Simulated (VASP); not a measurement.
The system is MgO.

```
CELL_PARAMETERS angstrom
0.00000 2.12450 2.12450
2.12450 0.00000 2.12450
2.12450 2.12450 0.00000
ATOMIC_POSITIONS crystal
Mg 0.00000 0.00000 0.00000
O 0.50000 0.50000 0.50000
```

| Quantity | Value |
| --- | --- |
| Program | VASP 6.6.1 |
| Task | relaxation of cell and atoms |
| Functional | LDA |
| Potentials or basis | VASP PAW LDA potentials, release 64 (Mg_sv, O) |
| Cutoff | 840 eV |
| k mesh | 8 × 8 × 8 |
| Occupations | gaussian, width 0.1 eV |
| Spin | no spin polarisation |

At the start: pressure -9.2 GPa; volume 9.59 Å³/atom.

Task: How do energy, volume and symmetry change on relaxing?

Result: Over 3 steps the energy falls by 16.7 meV/atom and the volume is 9.04 Å³/atom (-5.8 %); space group Fm-3m (No. 225, to 0.1 Å) before and after.

Step by step:
| step | energy change (eV) | largest force (eV/Å) | pressure (GPa) | volume (Å³) |
| --- | --- | --- | --- | --- |
| 1 | 0.0000 | 0.0000 | -9.21 | 19.18 |
| 2 | -0.0287 | 0.0000 | 3.85 | 17.69 |
| 3 | -0.0333 | 0.0000 | 0.04 | 18.07 |

Final structure:
```yaml
crystal:
  lattice:
    - [0.00000, 2.08283, 2.08283]
    - [2.08283, 0.00000, 2.08283]
    - [2.08283, 2.08283, 0.00000]
  atoms:
    - { symbol: Mg, position: [0.00000, 0.00000, 0.00000] }
    - { symbol: O, position: [0.50000, 0.50000, 0.50000] }
```
